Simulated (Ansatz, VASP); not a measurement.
One calculation of Pb, two programs

```xyz
2
Lattice="3.5781 0.0000 0.0000 -1.7890 3.0987 0.0000 0.0000 0.0000 5.2877" Properties=species:S:1:pos:R:3 pbc="T T T"
Pb    0.0000    2.0658    1.3219
Pb    1.7890    1.0329    3.9658
```

Alike in both runs: task single point; functional PBEsol; k mesh 18 × 18 × 10; occupations gaussian, width 0.15 eV; no spin polarisation.

|  | VASP | Ansatz |
| --- | --- | --- |
| version | VASP 6.6.1 | Ansatz 0.2.0 |
| potentials or method | VASP PAW PBE potentials, release 64 (Pb_d), cutoff 520 eV | scalar-relativistic, plane waves, PAW |
| valence electrons in the cell | 28 | 28 |

Ansatz gave:

```
gap on the k mesh at the Fermi level (eV)                     : none
pressure (GPa)                                                : 1.4
traceless stress, the component that is largest in VASP (GPa) : 2.81
```

Q: Estimate VASP's values.

A: gap on the k mesh at the Fermi level (eV): none; pressure (GPa): 1.3; traceless stress, the component that is largest in VASP (GPa): 2.81.

VASP's potentials were made for PBE, not for PBEsol. A gap of «none» marks a metal or a gap that the smearing closes.

Spin-orbit coupling is off throughout.
